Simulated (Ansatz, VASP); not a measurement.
## Two plane-wave programs on MgS

```
Mg S
1.0
     0.00000    2.60165    2.64067
     2.60165    0.00000    2.64067
     2.60165    2.60165    0.00000
Mg S
1 1
Cartesian
  0.0000 0.0000 0.0000
  2.6016 2.6016 2.6407
```

Change from the starting cell: strain +0.000 along x and y, +0.015 along z, atoms carried along.

Alike in both runs: task single point; functional PBEsol; k mesh 8 × 8 × 8; occupations gaussian, width 0.05 eV; no spin polarisation.

|  | VASP | Ansatz |
| --- | --- | --- |
| version | VASP 6.6.1 | Ansatz 0.2.0 |
| potentials or method | VASP PAW PBE potentials, release 64 (Mg, S), cutoff 520 eV | scalar-relativistic, plane waves, PAW |
| valence electrons in the cell | 8 | 16 |

```tsv
	VASP	Ansatz	Ansatz less VASP
gap on the k mesh at the Fermi level (eV)	2.61	2.61	-0.001
least direct gap on the mesh (eV)	3.44	3.44	+0.002
pressure (GPa)	-2.2	-2.0	+0.22
traceless stress, the component that is largest in VASP (GPa)	-0.93	-0.93	-0.005
```

VASP's potentials were made for PBE, not for PBEsol. VASP's potentials hold 8 valence electrons a cell and Ansatz's 16, so a difference there can come from the potentials and not from the codes.
